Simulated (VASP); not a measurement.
# C (C2/m) in VASP: further runs

C is run at these levels: LDA; tasks: relaxation of cell and atoms, relaxation of shape and atoms at fixed volume.

Program: VASP 6.6.1. These are calculated values, not measurements. Logs are shortened: lines on timing, memory, paths and dates and some standing lists are left out, and cuts for length are marked.

## Step 1: The cell of the first run

The typed cell holds 2 atoms: a = 2.445 Å, b = 2.445 Å, c = 3.615 Å, α = 109.74°, β = 109.74°, γ = 60.00°.

## Step 2: Relaxation of cell and atoms, LDA, target pressure 5 GPa, at which the enthalpy is minimised

INCAR

```
SYSTEM = C
ALGO = Normal
EDIFF = 1E-6
EDIFFG = -0.001
ENCUT = 600
IBRION = 2
ISIF = 3
ISMEAR = 0
LASPH = .TRUE.
LCHARG = .FALSE.
LREAL = .FALSE.
LWAVE = .FALSE.
NELM = 80
NSW = 80
PREC = Accurate
PSTRESS = 50.0
SIGMA = 0.01
```

KPOINTS

```
k-points
0
G
  14 14 8
  0 0 0
```

POSCAR

```
C
1.0
    2.1173004186     -1.2224359090     -0.0116645459
    2.1173004186      1.2224359090     -0.0116645459
   -1.3917791385      0.0000000000      3.3367535723
C
2
Direct
    0.8333827718      0.8333827718      0.0001493726
    0.1666172282      0.1666172282      0.9998506274
```

Potentials or basis: VASP PAW LDA potentials, release 64 (C).

On the command line:

```bash
$ cat potpaw_LDA.64/C/POTCAR > POTCAR
$ mpirun -np 1 vasp_std > vasp.out
```

OUTCAR:

```text
SYSTEM = C
   EDIFF = 1E-6
   EDIFFG = -0.001
   ENCUT = 600
   IBRION = 2
   ISIF = 3
   ISMEAR = 0
   LASPH = .TRUE.
   LREAL = .FALSE.
   NELM = 80
   NSW = 80
   PREC = Accurate
   PSTRESS = 50.0

 ion  position               nearest neighbor table
   1  0.833  0.833  0.000-   2 1.41   2 1.41   2 1.41
   2  0.167  0.167  1.000-   1 1.41   1 1.41   1 1.41

  LATTYP: Found a base centered monoclinic cell.
 ALAT       =     4.2346650986
 B/A-ratio  =     0.5773471481
 C/A-ratio  =     0.8537582213
 COS(beta)  =    -0.3900393297

  Lattice vectors:

 A1 = (   2.1173004186,  -1.2224359090,  -0.0116645459)
 A2 = (   2.1173004186,   1.2224359090,  -0.0116645459)
 A3 = (  -1.3917791385,   0.0000000000,   3.3367535723)

Analysis of symmetry for initial positions (statically):
=====================================================================
 Subroutine PRICEL returns:
 Original cell was already a primitive cell.

 Routine SETGRP: Setting up the symmetry group for a
 base centered monoclinic supercell.

 Subroutine GETGRP returns: Found  4 space group operations
 (whereof  4 operations were pure point group operations)
 out of a pool of  4 trial point group operations.

The static configuration has the point symmetry C_2h.

Analysis of symmetry for dynamics (positions and initial velocities):
=====================================================================
 Subroutine PRICEL returns:
 Original cell was already a primitive cell.

 Routine SETGRP: Setting up the symmetry group for a
 base centered monoclinic supercell.

 Subroutine GETGRP returns: Found  4 space group operations
 (whereof  4 operations were pure point group operations)
 out of a pool of  4 trial point group operations.

The dynamic configuration has the point symmetry C_2h.

 Subroutine INISYM returns: Found  4 space group operations
 (whereof  4 operations are pure point group operations),
 and found     1 'primitive' translations

----------------------------------------------------------------------------------------

                                     Primitive cell

  volume of cell :      17.2331

  direct lattice vectors                    reciprocal lattice vectors
     2.117300419 -1.222435909 -0.011664546     0.236693666 -0.409019398  0.098726292
     2.117300419  1.222435909 -0.011664546     0.236693666  0.409019398  0.098726292
    -1.391779139  0.000000000  3.336753572     0.001654856  0.000000000  0.300382744

  length of vectors
     2.444881730  2.444881730  3.615380142     0.482770795  0.482770795  0.300387303

  position of ions in fractional coordinates (direct lattice)
     0.833382772  0.833382772  0.000149373
     0.166617228  0.166617228  0.999850627

  ion indices of the primitive-cell ions
   primitive index   ion index
                 1           1
                 2           2

----------------------------------------------------------------------------------------

 KPOINTS: k-points

Automatic generation of k-mesh.
 Grid dimensions read from file:
 generate k-points for:   14   14    8

 Generating k-lattice:

  Cartesian coordinates                     Fractional coordinates (reciprocal lattice)
     0.016906690 -0.029215671  0.007051878     0.071428571 -0.000000000  0.000000000
     0.016906690  0.029215671  0.007051878    -0.000000000  0.071428571  0.000000000
     0.000206857  0.000000000  0.037547843    -0.000000000 -0.000000000  0.125000000

  Length of vectors
     0.034483628  0.034483628  0.037548413

  Shift w.r.t. Gamma in fractional coordinates (k-lattice)
     0.000000000  0.000000000  0.000000000

 Subroutine IBZKPT returns following result:
 ===========================================

 Found    429 irreducible k-points:

 Following reciprocal coordinates:
            Coordinates               Weight
  0.000000  0.000000  0.000000      1.000000
  0.071429  0.000000 -0.000000      4.000000
  0.142857  0.000000  0.000000      4.000000
  0.214286  0.000000 -0.000000      4.000000
  0.285714  0.000000  0.000000      4.000000
  0.357143  0.000000  0.000000      4.000000
[... 16 lines left out ...]
  0.214286  0.142857 -0.000000      4.000000
  0.285714  0.142857  0.000000      4.000000
 [... further k-points ...]
   k-points           NKPTS =    429   k-points in BZ     NKDIM =    429   number of bands    NBANDS=      8
   number of dos      NEDOS =    301   number of ions     NIONS =      2
   total plane-waves  NPLWV =  12000
   dimension x,y,z NGX =    20 NGY =   20 NGZ =   30
   dimension x,y,z NGXF=    40 NGYF=   40 NGZF=   60
   ions per type =               2
   NGX,Y,Z   is equivalent  to a cutoff of  13.60, 13.60, 13.79 a.u.
   NGXF,Y,Z  is equivalent  to a cutoff of  27.20, 27.20, 27.59 a.u.
 SYSTEM =  C
   PREC   = accura    normal or accurate (medium, high low for compatibility)
   ISTART =      0    job   : 0-new  1-cont  2-samecut
   ICHARG =      2    charge: 1-file 2-atom 10-const
   ISPIN  =      1    spin polarized calculation?
   LNONCOLLINEAR =      F non collinear calculations
   LSORBIT =      F    spin-orbit coupling
   LASPH  =      T    aspherical Exc in radial PAW
   ENCUT  =  600.0 eV  44.10 Ry    6.64 a.u.   4.88  4.88  7.22*2*pi/ulx,y,z
   NELM   =     80;   NELMIN=  2; NELMDL= -5     # of ELM steps
   EDIFF  = 0.1E-05   stopping-criterion for ELM
   LREAL  =      F    real-space projection
   EDIFFG = -.1E-02   stopping-criterion for IOM
   NSW    =     80    number of steps for IOM
   IBRION =      2    ionic relax: 0-MD 1-quasi-New 2-CG
   NFREE  =      1    steps in history (QN), initial steepest desc. (CG)
   ISIF   =      3    stress and relaxation
   ISYM   =      2    0-nonsym 1-usesym 2-fastsym
   POTIM  = 0.5000    time-step for ionic-motion
   TEBEG  =    0.0;   TEEND  =   0.0 temperature during run
   PSTRESS=   50.0 pullay stress
   NELECT =       8.0000    total number of electrons
   NUPDOWN=      -1.0000    fix difference up-down
   EMIN   =  10.00;   EMAX   =-10.00  energy-range for DOS
   EFERMI =   0.00;   METHOD = LEGACY
   ISMEAR =     0;   SIGMA  =   0.01  broadening in eV -4-tet -1-fermi 0-gaus
   EFERMI_NEDOS =   21; number of points for ismear=-14 and -15
   IALGO  =     38    algorithm
   IMIX   =      4    mixing-type and parameters
     AMIX     =   0.40;   BMIX     =  1.00
     AMIX_MAG =   1.60;   BMIX_MAG =  1.00
  volume/ion in A,a.u.               =       8.62        58.15
  Fermi-wavevector in a.u.,A,eV,Ry     =   1.267604  2.395424 21.862115  1.606820
  Thomas-Fermi vector in A             =   2.400743
   LORBIT       =      0    0 simple, 1 ext, 2 COOP (PROOUT), +10 PAW based schemes
   GGA     = CA    functional components
   LHFCALC =     F    Hartree Fock is set to
   AEXX    =    0.0000 exact exchange contribution
   IVDW    =     0    specifies the selected vdW correction
   LEPSILON=     F    determine dielectric tensor
   LRPA    =     F    only Hartree local field effects (RPA)
 conjugate gradient relaxation of ions
 non-spin polarized calculation
 Gauss-broadening in eV      SIGMA  =   0.01
  energy-cutoff  :      600.00
  volume of cell :       17.23
 maximum number of plane-waves:       588
   NGX =  9   NGY =  9   NGZ = 15

--------------------------------------- Ionic step        1  -------------------------------------------

 number of electron       8.0000000 magnetization

 Free energy of the ion-electron system (eV)
  ---------------------------------------------------
  ext. energy  EPLUGINS =         0.00000000
  ---------------------------------------------------
  free energy    TOTEN  =       -20.23081804 eV

  energy without entropy =      -20.23081804  energy(sigma->0) =      -20.23081804

------------------------ aborting loop because EDIFF is reached ----------------------------------------

  FORCE on cell =-STRESS in cart. coord.  units (eV):
  Direction    XX          YY          ZZ          XY          YZ          ZX
  --------------------------------------------------------------------------------------
  -------------------------------------------------------------------------------------
  Total        0.0738563      0.0736431     -0.0413576      0.0000000      0.0000000     -0.0009234
  in kB        6.8664838      6.8466662     -3.8450516      0.0000000      0.0000000     -0.0858495
  external PRESSURE =     -46.7106339 kB  Pullay stress =      50.0000000 kB
[... 93 lines left out ...]
  FREE ENERGIE OF THE ION-ELECTRON SYSTEM (eV)
  ---------------------------------------------------
  free  energy   TOTEN  =       -20.2257374698 eV

  energy  without entropy=      -20.2257374698  energy(sigma->0) =      -20.22573747

  enthalpy is  TOTEN    =       -19.6977102495 eV   P V=        0.5280272203

[... ionic steps 4 to 26 ...]

--------------------------------------- Ionic step       27  -------------------------------------------

 number of electron       8.0000000 magnetization

------------------------ aborting loop because EDIFF is reached ----------------------------------------

  FORCE on cell =-STRESS in cart. coord.  units (eV):
  Direction    XX          YY          ZZ          XY          YZ          ZX
  --------------------------------------------------------------------------------------
  -------------------------------------------------------------------------------------
  Total        0.4901633      0.4906236      0.4904314      0.0000000      0.0000000     -0.0012401
  in kB       50.4392760     50.4866465     50.4668631      0.0000000      0.0000000     -0.1276132
  external PRESSURE =       0.4642619 kB  Pullay stress =      50.0000000 kB
[... 61 lines left out ...]
  enthalpy is  TOTEN    =       -19.7260704886 eV   P V=        0.4859122831

--------------------------------------- Ionic step       29  -------------------------------------------

 number of electron       8.0000000 magnetization

 Free energy of the ion-electron system (eV)
  ---------------------------------------------------
  ext. energy  EPLUGINS =         0.00000000
  ---------------------------------------------------
  free energy    TOTEN  =       -20.21199268 eV

  energy without entropy =      -20.21199268  energy(sigma->0) =      -20.21199268

 E-fermi :   5.8070     XC(G=0): -11.4879

 val. band max:        5.7314759508   @ k =  -0.3571   0.3571   0.5000
 cond. band min:       5.9572328023   @ k =  -0.3571   0.3571   0.5000
 fundamental gap:      0.2257568515
 Fermi energy:         5.8069849452

 k-point     1 :       0.0000    0.0000    0.0000
  band No.  band energies     occupation
      1     -14.1188      2.00000
      2      -0.2978      2.00000
      3       2.8134      2.00000
      4       2.8176      2.00000
      5      10.6480      0.00000
      6      14.3531      0.00000
      7      14.3638      0.00000
      8      17.3070      0.00000
[... 243 lines left out ...]
 k-point    24 :       0.2857    0.1429    0.0000
  band No.  band energies     occupation
      1     -12.5308      2.00000
      2      -0.9930      2.00000
      3       0.0910      2.00000
      4       0.6154      2.00000
      5      13.0942      0.00000
      6      13.5625      0.00000
      7      15.7078      0.00000
      8      17.6008      0.00000

 [... further k-points ...]

------------------------ aborting loop because EDIFF is reached ----------------------------------------

  FORCE on cell =-STRESS in cart. coord.  units (eV):
  Direction    XX          YY          ZZ          XY          YZ          ZX
  --------------------------------------------------------------------------------------
  -------------------------------------------------------------------------------------
  Total        0.4867030      0.4860088      0.4856241      0.0000000      0.0000000     -0.0012022
  in kB       50.0803397     50.0089098     49.9693289      0.0000000      0.0000000     -0.1237025
  external PRESSURE =       0.0195261 kB  Pullay stress =      50.0000000 kB
[... 17 lines left out ...]
  FREE ENERGIE OF THE ION-ELECTRON SYSTEM (eV)
  ---------------------------------------------------
  free  energy   TOTEN  =       -20.2119926784 eV

  energy  without entropy=      -20.2119926784  energy(sigma->0) =      -20.21199268

  enthalpy is  TOTEN    =       -19.7260704971 eV   P V=        0.4859221813

 reached required accuracy - stopping structural energy minimisation
```

It took 5 min on 1 thread of Intel Xeon Platinum 8488C (Sapphire Rapids), shared host; peak memory 0.16 GiB.

What came out:

```
Free energy                                                : -20.2120 eV
Relaxed volume                                             : 7.79 Å³/atom
Relaxed cell                                               : a = 2.437 Å, b = 2.437 Å, c = 3.339 Å, α = 111.41°, β = 111.41°, γ = 59.99°
Space group after relaxing (to 0.1 Å)                      : R-3m (No. 166)
Energy change on relaxing (the run minimises the enthalpy) : +9.4 meV/atom
Ionic steps                                                : 29
Pressure after relaxing                                    : 5.0 GPa
```

Step by step:
```csv
step,energy change (eV),largest force (eV/Å),pressure (GPa),volume (Å³)
1,0.0000,0.0002,0.33,17.23
2,0.0193,0.0017,10.80,16.61
3,0.0051,0.0009,5.42,16.92
4,0.0047,0.0045,5.38,16.64
5,0.0134,0.0241,5.68,15.79
6,0.0231,0.0395,5.99,15.44
7,0.0199,0.0343,5.90,15.54
8,0.0160,0.0960,1.87,15.71
9,0.0185,0.0196,4.95,15.58
10,0.0186,0.0594,4.95,15.58
11,0.0185,0.0113,4.95,15.58
12,0.0187,0.0253,5.07,15.57
13,0.0186,0.0021,5.01,15.58
14,0.0186,0.0011,4.98,15.58
15,0.0186,0.0004,4.99,15.58
16,0.0186,0.0002,4.99,15.58
17,0.0186,0.0001,4.96,15.58
18,0.0187,0.0005,4.98,15.57
19,0.0187,0.0005,4.97,15.57
20,0.0188,0.0006,4.96,15.57
21,0.0188,0.0008,4.95,15.57
22,0.0189,0.0012,4.97,15.57
23,0.0189,0.0011,4.99,15.57
24,0.0188,0.0010,4.99,15.57
25,0.0188,0.0009,4.98,15.57
26,0.0188,0.0008,4.98,15.57
27,0.0189,0.0006,5.05,15.57
28,0.0188,0.0010,5.01,15.57
29,0.0188,0.0008,5.00,15.57
```

Final structure:
```
CELL_PARAMETERS angstrom
2.11046 -1.21830 -0.01229
2.11046 1.21830 -0.01229
-1.38985 0.00000 3.03602
ATOMIC_POSITIONS crystal
C 0.83349 0.83349 0.00052
C 0.16651 0.16651 0.99948
```

Caveat: the cell is relaxed towards a set pressure, so the run minimises the enthalpy, not the energy.

## Step 3: Relaxation of shape and atoms at fixed volume, LDA (8.79 Å³/atom)

This run uses another cell than the first one, of 8.79 Å³/atom.

INCAR

```
SYSTEM = C
  PREC = Accurate
  ENCUT = 600
  EDIFF = 1E-6
  ISMEAR = 0
  SIGMA = 0.01
  LREAL = .False.
  LASPH = .True.
  NELM = 100
  ALGO = Normal
  ISIF = 4
  LWAVE = .False.
  LCHARG = .False.
  GGA = CA
  IBRION = 2
  NSW = 80
  EDIFFG = -0.001
```

KPOINTS

```
regular mesh
0
Gamma
  14 14 8
  0 0 0
```

POSCAR

```
C
1.0
    2.1313226843     -1.2305317470     -0.0117417968
    2.1313226843      1.2305317470     -0.0117417968
   -1.4009964875      0.0000000000      3.3588519221
C
2
Direct
    0.8333827718      0.8333827718      0.0001493726
    0.1666172282      0.1666172282      0.9998506274
```

Potentials or basis: VASP PAW LDA potentials, release 64 (C).

On the command line:

```bash
$ cat potpaw_LDA.64/C/POTCAR > POTCAR
$ mpirun -np 1 vasp_std > vasp.out
```

Run time: 2.1 min. Hardware: 1 thread of Intel Xeon Platinum 8488C (Sapphire Rapids), shared host; peak memory 0.16 GiB.

The run converged. Its results:

```
Free energy               : -20.2309 eV
Energy gained by relaxing : 2.1 meV/atom
Ionic steps               : 11
Pressure after relaxing   : -0.8 GPa
```

Step by step:
| step | energy change (eV) | largest force (eV/Å) | pressure (GPa) | volume (Å³) |
| --- | --- | --- | --- | --- |
| 1 | 0.0000 | 0.0004 | -5.27 | 17.58 |
| 2 | -0.0041 | 0.0032 | -0.13 | 17.58 |
| 3 | -0.0042 | 0.0028 | -0.85 | 17.58 |
| 4 | -0.0042 | 0.0029 | -0.76 | 17.58 |
| 5 | -0.0042 | 0.0032 | -0.84 | 17.58 |
| 6 | -0.0042 | 0.0023 | -0.82 | 17.58 |
| 7 | -0.0042 | 0.0016 | -0.80 | 17.58 |
| 8 | -0.0042 | 0.0015 | -0.81 | 17.58 |
| 9 | -0.0042 | 0.0057 | -0.85 | 17.58 |
| 10 | -0.0042 | 0.0026 | -0.81 | 17.58 |
| 11 | -0.0042 | 0.0005 | -0.81 | 17.58 |

Final structure:
```cif
data_structure
_symmetry_space_group_name_H-M 'P 1'
_symmetry_Int_Tables_number 1
_cell_length_a 2.4478
_cell_length_b 2.4478
_cell_length_c 3.6700
_cell_angle_alpha 109.461
_cell_angle_beta 109.461
_cell_angle_gamma 60.000
_cell_volume 17.58
loop_
_atom_site_label
_atom_site_type_symbol
_atom_site_fract_x
_atom_site_fract_y
_atom_site_fract_z
_atom_site_occupancy
C1 C 0.83337 0.83337 0.00012 1
C2 C 0.16663 0.16663 0.99988 1
```

(Part 1 of 2 ends here.)
